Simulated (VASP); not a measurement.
# Sr8O7 (a cell with a defect) in VASP: single point with PBE

Aim: the single point of Sr8O7 (a cell with a defect) with PBE.

Program: VASP 6.6.1. These are calculated values, not measurements. Logs are shortened: lines on timing, memory, paths and dates and some standing lists are left out, and cuts for length are marked.

**1. The cell of the first run**

The cell holds a defect, 15 atoms: a = 7.373 Å, b = 7.373 Å, c = 7.373 Å, α = 60.00°, β = 60.00°, γ = 60.00°.

**2. Single point, PBE**

Input file INCAR:

```
  PREC = Accurate
  ENCUT = 520
  EDIFF = 1E-6
  ISMEAR = 1
  SIGMA = 0.15
  LREAL = Auto
  LASPH = T
  NELM = 80
  ALGO = Normal
  ISIF = 2
  LWAVE = F
  LCHARG = T
  GGA = PE
  LELF = T
  LVHAR = T
  NBANDS = 74
```

Input file KPOINTS:

```
Automatic mesh
0
Gamma
  2 2 2
```

Input file POSCAR:

```
Sr8O7
1.0
    0.0000000000      5.2135080000      5.2135080000
    5.2135080000      0.0000000000      5.2135080000
    5.2135080000      5.2135080000      0.0000000000
Sr O
8 7
Direct
   -0.0005456019     -0.0004358869     -0.0451625853
   -0.0005179814     -0.0004023203      0.5458097504
   -0.0104211023      0.4663373491      0.0218673300
    0.0094153495      0.5327804235      0.4787636271
    0.4662351146     -0.0103152235      0.0218650283
    0.5326844228      0.0095257358      0.4787552834
    0.4994877729      0.4995725527     -0.0244897486
    0.4994797169      0.4995667984      0.5251236787
    0.2529014053      0.2529961592      0.2540750873
    0.2528995832      0.2529993241      0.7397123012
   -0.0004952519      0.9996073661      0.2502900159
    0.2626227868      0.7364032049      0.7503299122
    0.7363077797      0.2627360503      0.7503194586
    0.7460608097      0.7461661131      0.2465633504
    0.7460616729      0.7461606465      0.7609000504
```

Potentials or basis: VASP PAW PBE potentials, release 64 (Sr_sv, O).

Command:

```bash
cat potpaw_PBE.64/Sr_sv/POTCAR potpaw_PBE.64/O/POTCAR > POTCAR
mpirun -np 1 vasp_std > vasp.out
```

OUTCAR:

```text
PREC = Accurate
   ENCUT = 520
   EDIFF = 1E-6
   ISMEAR = 1
   LREAL = Auto
   LASPH = T
   NELM = 80
   ISIF = 2
   GGA = PE

 ion  position               nearest neighbor table
   1  0.999  1.000  0.955-  11 2.18  13 2.46  12 2.46  14 2.66  10 2.66   2 3.02   6 3.68   3 3.68
                             5 3.68   4 3.68   7 3.69   7 3.69   5 3.74   3 3.74   4 3.74   6 3.74
   2  0.999  1.000  0.546-  11 2.18  13 2.46  12 2.46   9 2.66  15 2.66   1 3.02   3 3.68   5 3.68
                             6 3.68   4 3.68   8 3.69   8 3.69   4 3.74   6 3.74   5 3.74   3 3.74
   3  0.990  0.466  0.022-  10 2.60   9 2.60  15 2.64  14 2.64  12 2.83  11 2.96   5 3.51   7 3.67
                             8 3.67   2 3.68   1 3.68   4 3.72   4 3.72   8 3.72   7 3.72   1 3.74
   4  0.009  0.533  0.479-  15 2.60  14 2.60  10 2.64   9 2.64  13 2.83  11 2.96   6 3.51   8 3.67
                             7 3.67   1 3.68   2 3.68   3 3.72   3 3.72   7 3.72   8 3.72   2 3.74
   5  0.466  0.990  0.022-  10 2.60   9 2.60  15 2.64  14 2.64  13 2.83  11 2.96   3 3.51   7 3.67
                             8 3.67   1 3.68   2 3.68   6 3.72   6 3.72   8 3.72   7 3.72   1 3.74
   6  0.533  0.010  0.479-  15 2.60  14 2.60  10 2.64   9 2.64  12 2.83  11 2.96   4 3.51   8 3.67
                             7 3.67   1 3.68   2 3.68   5 3.72   5 3.72   7 3.72   8 3.72   2 3.74
   7  0.499  0.500  0.976-  13 2.41  12 2.41  15 2.58   9 2.58   8 3.32   6 3.67   3 3.67   5 3.67
                             4 3.67   1 3.69   1 3.69   5 3.72   4 3.72   3 3.72   6 3.72   8 4.05
   8  0.499  0.500  0.525-  13 2.41  12 2.41  10 2.58  14 2.58   7 3.32   6 3.67   4 3.67   3 3.67
                             5 3.67   2 3.69   2 3.69   5 3.72   3 3.72   4 3.72   6 3.72   7 4.05
   9  0.253  0.253  0.254-   7 2.58   5 2.60   3 2.60   6 2.64   4 2.64   2 2.66
  10  0.253  0.253  0.740-   8 2.58   5 2.60   3 2.60   6 2.64   4 2.64   1 2.66
  11  1.000  1.000  0.250-   1 2.18   2 2.18   3 2.96   5 2.96   6 2.96   4 2.96
  12  0.263  0.736  0.750-   8 2.41   7 2.41   2 2.46   1 2.46   3 2.83   6 2.83
  13  0.736  0.263  0.750-   8 2.41   7 2.41   2 2.46   1 2.46   5 2.83   4 2.83
  14  0.746  0.746  0.247-   8 2.58   6 2.60   4 2.60   5 2.64   3 2.64   1 2.66
  15  0.746  0.746  0.761-   7 2.58   4 2.60   6 2.60   3 2.64   5 2.64   2 2.66

  LATTYP: Found a face centered cubic cell.
 ALAT       =    10.4270160000

  Lattice vectors:

 A1 = (   0.0000000000,   5.2135080000,   5.2135080000)
 A2 = (   5.2135080000,   0.0000000000,   5.2135080000)
 A3 = (   5.2135080000,   5.2135080000,   0.0000000000)

Analysis of symmetry for initial positions (statically):
=====================================================================
 Subroutine PRICEL returns:
 Original cell was already a primitive cell.

 Routine SETGRP: Setting up the symmetry group for a
 face centered cubic supercell.

 Subroutine GETGRP returns: Found  1 space group operations
 (whereof  1 operations were pure point group operations)
 out of a pool of 48 trial point group operations.

The static configuration has the point symmetry C_1 .

Analysis of symmetry for dynamics (positions and initial velocities):
=====================================================================
 Subroutine PRICEL returns:
 Original cell was already a primitive cell.

 Routine SETGRP: Setting up the symmetry group for a
 face centered cubic supercell.

 Subroutine GETGRP returns: Found  1 space group operations
 (whereof  1 operations were pure point group operations)
 out of a pool of 48 trial point group operations.

The dynamic configuration has the point symmetry C_1 .

 Subroutine INISYM returns: Found  1 space group operations
 (whereof  1 operations are pure point group operations),
 and found     1 'primitive' translations

----------------------------------------------------------------------------------------

                                     Primitive cell

  volume of cell :     283.4132

  direct lattice vectors                    reciprocal lattice vectors
     0.000000000  5.213508000  5.213508000    -0.095904715  0.095904715  0.095904715
     5.213508000  0.000000000  5.213508000     0.095904715 -0.095904715  0.095904715
     5.213508000  5.213508000  0.000000000     0.095904715  0.095904715 -0.095904715

  length of vectors
     7.373013721  7.373013721  7.373013721     0.166111839  0.166111839  0.166111839

[... 54 lines left out ...]
     0.000000000  0.000000000  0.000000000

 Subroutine IBZKPT returns following result:
 ===========================================

 Found      8 irreducible k-points:

 Following reciprocal coordinates:
            Coordinates               Weight
  0.000000  0.000000  0.000000      1.000000
  0.500000  0.000000  0.000000      1.000000
  0.000000  0.500000  0.000000      1.000000
  0.000000  0.000000  0.500000      1.000000
  0.500000  0.500000  0.500000      1.000000
  0.500000  0.500000  0.000000      1.000000
  0.000000  0.500000  0.500000      1.000000
  0.500000  0.000000  0.500000      1.000000
   k-points           NKPTS =      8   k-points in BZ     NKDIM =      8   number of bands    NBANDS=     74
   number of dos      NEDOS =    301   number of ions     NIONS =     15
   total plane-waves  NPLWV = 175616
   dimension x,y,z NGX =    56 NGY =   56 NGZ =   56
   dimension x,y,z NGXF=   112 NGYF=  112 NGZF=  112
   ions per type =               8   7
   NGX,Y,Z   is equivalent  to a cutoff of  12.63, 12.63, 12.63 a.u.
   NGXF,Y,Z  is equivalent  to a cutoff of  25.25, 25.25, 25.25 a.u.
 SYSTEM =  unknown system
   PREC   = accura    normal or accurate (medium, high low for compatibility)
   ISTART =      0    job   : 0-new  1-cont  2-samecut
   ICHARG =      2    charge: 1-file 2-atom 10-const
   ISPIN  =      1    spin polarized calculation?
   LNONCOLLINEAR =      F non collinear calculations
   LSORBIT =      F    spin-orbit coupling
   LASPH  =      T    aspherical Exc in radial PAW
   ENCUT  =  520.0 eV  38.22 Ry    6.18 a.u.  13.71 13.71 13.71*2*pi/ulx,y,z
   NELM   =     80;   NELMIN=  2; NELMDL= -5     # of ELM steps
   EDIFF  = 0.1E-05   stopping-criterion for ELM
   LREAL  =      T    real-space projection
   EDIFFG = 0.1E-04   stopping-criterion for IOM
   NSW    =      0    number of steps for IOM
   IBRION =     -1    ionic relax: 0-MD 1-quasi-New 2-CG
   NFREE  =      0    steps in history (QN), initial steepest desc. (CG)
   ISIF   =      2    stress and relaxation
   ISYM   =      2    0-nonsym 1-usesym 2-fastsym
   POTIM  = 0.5000    time-step for ionic-motion
   TEBEG  =    0.0;   TEEND  =   0.0 temperature during run
   PSTRESS=    0.0 pullay stress
   NELECT =     122.0000    total number of electrons
   NUPDOWN=      -1.0000    fix difference up-down
   EMIN   =  10.00;   EMAX   =-10.00  energy-range for DOS
   EFERMI =   0.00;   METHOD = LEGACY
   ISMEAR =     1;   SIGMA  =   0.15  broadening in eV -4-tet -1-fermi 0-gaus
   EFERMI_NEDOS =   21; number of points for ismear=-14 and -15
   IALGO  =     38    algorithm
   IMIX   =      4    mixing-type and parameters
     AMIX     =   0.40;   BMIX     =  1.00
     AMIX_MAG =   1.60;   BMIX_MAG =  1.00
  volume/ion in A,a.u.               =      18.89       127.50
  Fermi-wavevector in a.u.,A,eV,Ry     =   1.236103  2.335896 20.789037  1.527951
  Thomas-Fermi vector in A             =   2.370725
   LORBIT       =      0    0 simple, 1 ext, 2 COOP (PROOUT), +10 PAW based schemes
   GGA     = PE    functional components
   LHFCALC =     F    Hartree Fock is set to
   AEXX    =    0.0000 exact exchange contribution
   IVDW    =     0    specifies the selected vdW correction
   LEPSILON=     F    determine dielectric tensor
   LRPA    =     F    only Hartree local field effects (RPA)
 non-spin polarized calculation
 Methfessel and Paxton  Order N= 1 SIGMA  =   0.15
  energy-cutoff  :      520.00
  volume of cell :      283.41
 maximum number of plane-waves:      7648
 NGX is ok and might be reduce to    56
   NGX = 27   NGY = 27   NGZ = 27

 number of electron     121.9999998 magnetization

 Free energy of the ion-electron system (eV)
  ---------------------------------------------------
  ext. energy  EPLUGINS =         0.00000000
  ---------------------------------------------------
  free energy    TOTEN  =       -82.49658482 eV

  energy without entropy =      -82.47686361  energy(sigma->0) =      -82.49001108

 E-fermi :   4.5916     XC(G=0):  -9.6988

 val. band max:        4.5572315974   @ k =   0.5000   0.0000   0.5000
 cond. band min:       4.6234679133   @ k =   0.5000   0.0000   0.5000
 fundamental gap:      0.0662363159
 Fermi energy:         4.5916451705

 k-point     1 :       0.0000    0.0000    0.0000
  band No.  band energies     occupation
      1     -31.4059      2.00000
      2     -31.3587      2.00000
      3     -31.3515      2.00000
      4     -31.3212      2.00000
      5     -31.0273      2.00000
      6     -30.9669      2.00000
[... 597 lines left out ...]
     72       7.5810     -0.00000
     73       7.6618      0.00000
 [bands above 73 left out]

------------------------ aborting loop because EDIFF is reached ----------------------------------------

  FORCE on cell =-STRESS in cart. coord.  units (eV):
  Direction    XX          YY          ZZ          XY          YZ          ZX
  --------------------------------------------------------------------------------------
  -------------------------------------------------------------------------------------
  Total       11.6397524     11.6393272     -0.5327207      6.2535855      0.0001960      0.0002194
  in kB       65.8012582     65.7988539     -3.0115499     35.3524521      0.0011079      0.0012403
  external PRESSURE =      42.8628541 kB  Pullay stress =       0.0000000 kB

 VOLUME and BASIS-vectors are now :
 -----------------------------------------------------------------------------
  energy-cutoff  :      520.00
  volume of cell :      283.41
      direct lattice vectors                 reciprocal lattice vectors
     0.000000000  5.213508000  5.213508000    -0.095904715  0.095904715  0.095904715
     5.213508000  0.000000000  5.213508000     0.095904715 -0.095904715  0.095904715
     5.213508000  5.213508000  0.000000000     0.095904715  0.095904715 -0.095904715

 POSITION                                       TOTAL-FORCE (eV/Angst)
 -----------------------------------------------------------------------------------
     10.18929     10.18872     10.42190        -0.051635     -0.051015     -0.001000
      8.05699      8.05639     10.42222         0.050479      0.051403     -0.000683
      2.54526      5.27318      7.59043         0.005589     -0.003917     -0.010477
      5.27369      2.54512      2.82674        -0.004151      0.002305      0.010414
      5.27372      2.54471      7.59045        -0.004054      0.005718     -0.010961
      2.54566      5.27315      2.82682         0.002350     -0.004111      0.009796
      7.69036      7.68991      5.20861         0.047320      0.046140      0.000387
      5.34223      5.34178      5.20854        -0.046320     -0.047531      0.001939
      2.64362      2.64313      2.63750         0.002148      0.002427      0.004667
      5.17551      5.17499      2.63751        -0.001866     -0.002156      0.004451
      6.51635      6.51582     10.42239         0.000553      0.001243      0.004373
      7.75109      5.28104      5.20843         0.008406     -0.007848     -0.001440
      5.28157      7.75054      5.20852        -0.007911      0.008887     -0.000950
      5.17560      5.17505      7.77974        -0.002224     -0.002262     -0.005174
      7.85707      7.85656      7.77971         0.001316      0.000716     -0.005344
 -----------------------------------------------------------------------------------
    total drift:                                0.001280      0.000673     -0.000680

  FREE ENERGIE OF THE ION-ELECTRON SYSTEM (eV)
  ---------------------------------------------------
  free  energy   TOTEN  =       -82.4965848152 eV

  energy  without entropy=      -82.4768636083  energy(sigma->0) =      -82.49001108
```

It took 4.4 min on 1 thread of Intel Xeon 6975P-C (Granite Rapids), shared host; peak memory 0.46 GiB.

What came out:

- Free energy: -82.4966 eV
- Pressure: 4.3 GPa
- Largest force: 0.073 eV/Å
- Band gap on the k mesh: 0.07 eV

Forces on the atoms (eV/Å):
```
Sr  -0.052 -0.051 -0.001
Sr   0.050  0.051 -0.001
Sr   0.006 -0.004 -0.010
Sr  -0.004  0.002  0.010
Sr  -0.004  0.006 -0.011
Sr   0.002 -0.004  0.010
Sr   0.047  0.046  0.000
Sr  -0.046 -0.048  0.002
O    0.002  0.002  0.005
O   -0.002 -0.002  0.004
O    0.001  0.001  0.004
O    0.008 -0.008 -0.001
O   -0.008  0.009 -0.001
O   -0.002 -0.002 -0.005
O    0.001  0.001 -0.005
```

Stress tensor (GPa, compression positive):
```
 6.58  3.54  0.00
 3.54  6.58  0.00
 0.00  0.00 -0.30
```

Levels at points of the mesh, in eV from the valence-band top:
```csv
k point,band 59,band 60,band 61,band 62,band 63,band 64
"(0.00, 0.00, 0.00)",-3.25,-3.06,-1.29,0.11,0.29,0.70
"(0.50, 0.00, 0.00)",-3.41,-3.15,-0.06,0.38,1.13,1.24
"(0.00, 0.50, 0.00)",-3.41,-3.15,-0.06,0.38,1.13,1.24
"(0.00, 0.00, 0.50)",-3.28,-3.23,-0.32,0.56,0.94,1.22
"(0.50, 0.50, 0.50)",-3.28,-3.23,-0.32,0.56,0.94,1.22
"(0.50, 0.50, 0.00)",-3.16,-3.14,-0.60,1.08,1.09,1.15
"(0.00, 0.50, 0.50)",-3.21,-3.11,0.00,0.07,1.10,1.13
"(0.50, 0.00, 0.50)",-3.21,-3.11,0.00,0.07,1.10,1.13
```

Caveat: the k points lie up to 0.52 Å⁻¹ apart.
